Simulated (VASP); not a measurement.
Crystal: Ta.

```
Ta
1.0
     0.00000    2.34663    4.99153
     1.57073    0.00000    4.99153
     1.57073    2.34663    0.00000
Ta
2
Direct
  0.13536 0.13536 0.86464
  0.86464 0.86464 0.13536
```

| Item | Value |
| --- | --- |
| Program | VASP 6.6.1 |
| Task | relaxation of cell and atoms |
| Functional | PBEsol |
| Potentials or basis | VASP PAW PBE potentials, release 64 (Ta_pv) |
| Cutoff | 600 eV |
| k mesh | 6 × 6 × 6 |
| Occupations | gaussian, width 0.1 eV |
| Spin | no spin polarisation |

At the start: pressure 0.7 GPa; volume 18.40 Å³/atom.

Problem. How do energy, volume and symmetry change on relaxing?

Solution. Over 10 steps the energy falls by 7.9 meV/atom and the volume is 18.50 Å³/atom (+0.6 %); space group Fmmm (No. 69, to 0.05 Å).

Step by step:
| step | energy change (eV) | largest force (eV/Å) | pressure (GPa) | volume (Å³) |
| --- | --- | --- | --- | --- |
| 1 | 0.0000 | 0.1286 | 0.68 | 36.80 |
| 2 | -0.0066 | 0.1373 | -1.08 | 37.21 |
| 3 | -0.0066 | 0.1272 | -1.03 | 37.20 |
| 4 | -0.0103 | 0.2829 | 1.20 | 36.80 |
| 5 | -0.0104 | 0.2677 | 0.91 | 36.85 |
| 6 | -0.0136 | 0.1805 | 0.70 | 36.86 |
| 7 | -0.0156 | 0.0393 | 0.49 | 36.87 |
| 8 | -0.0156 | 0.0562 | 0.51 | 36.87 |
| 9 | -0.0156 | 0.0489 | 0.50 | 36.87 |
| 10 | -0.0158 | 0.0206 | -0.27 | 37.01 |

Final structure:
```xyz
2
Lattice="0.0000 2.4065 5.0720 1.5160 0.0000 5.0720 1.5160 2.4065 0.0000" Properties=species:S:1:pos:R:3 pbc="T T T"
Ta    1.5160    2.4065    1.3629
Ta    1.5160    2.4065    8.7810
```

Caveat: the k points lie up to 0.42 Å⁻¹ apart in the final cell; the PAW data sets were made with another functional, which shifts forces and pressure a little.
